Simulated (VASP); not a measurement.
Set up this calculation in VASP 6.6.1, as the native input.

- Task: single point
- Functional: PBE
- Potentials or basis: VASP PAW PBE potentials, release 64 (Li_sv, B, Br)
- Cutoff: 520 eV
- k mesh: 8 × 8 × 6
- Occupations: gaussian, width 0.1 eV
- Spin: no spin polarisation
- Dipole correction: no
- Further INCAR settings: ALGO = Normal; EDIFF = 1e-06; NBANDS = 26

The structure of LiBBr4 lies in POSCAR:

```
LiBBr4
1.0
    4.6723037955      0.0000000000      0.0000000000
    0.0000000000      4.6723037955      0.0000000000
    0.0000000000      0.0000000000      9.2039716145
Li B Br
1 1 4
Direct
    0.0000000000      0.0000000000      0.0000000000
    0.5000000000      0.5000000000      0.5000000000
    0.0000000000      0.0000000000      0.6503940946
    0.5000000000      0.0000000000      0.0000000000
    0.0000000000      0.5000000000      0.0000000000
    0.0000000000      0.0000000000      0.3496059054
```

The input as run:

INCAR

```
  ALGO = Normal
  EDIFF = 1E-6
  ENCUT = 520
  GGA = PE
  ISIF = 2
  ISMEAR = 0
  LASPH = T
  LCHARG = F
  LREAL = F
  LWAVE = F
  NBANDS = 26
  NELM = 100
  PREC = Accurate
  SIGMA = 0.1
```

KPOINTS

```
k-points
0
Gamma
  8 8 6
```

Potentials or basis: VASP PAW PBE potentials, release 64 (Li_sv, B, Br).

The run is started by

```bash
$ cat potpaw_PBE.64/Li_sv/POTCAR potpaw_PBE.64/B/POTCAR potpaw_PBE.64/Br/POTCAR > POTCAR
$ mpirun -np 1 vasp_std > vasp.out
```

It gave:

* Band gap on the k mesh: zero (bands 17 and 18 overlap by 0.20 eV)

It took 2.6 min on 1 thread of Intel(R) Xeon(R) 6975P-C (Granite Rapids), on a shared host, peak memory 0.46 GiB.
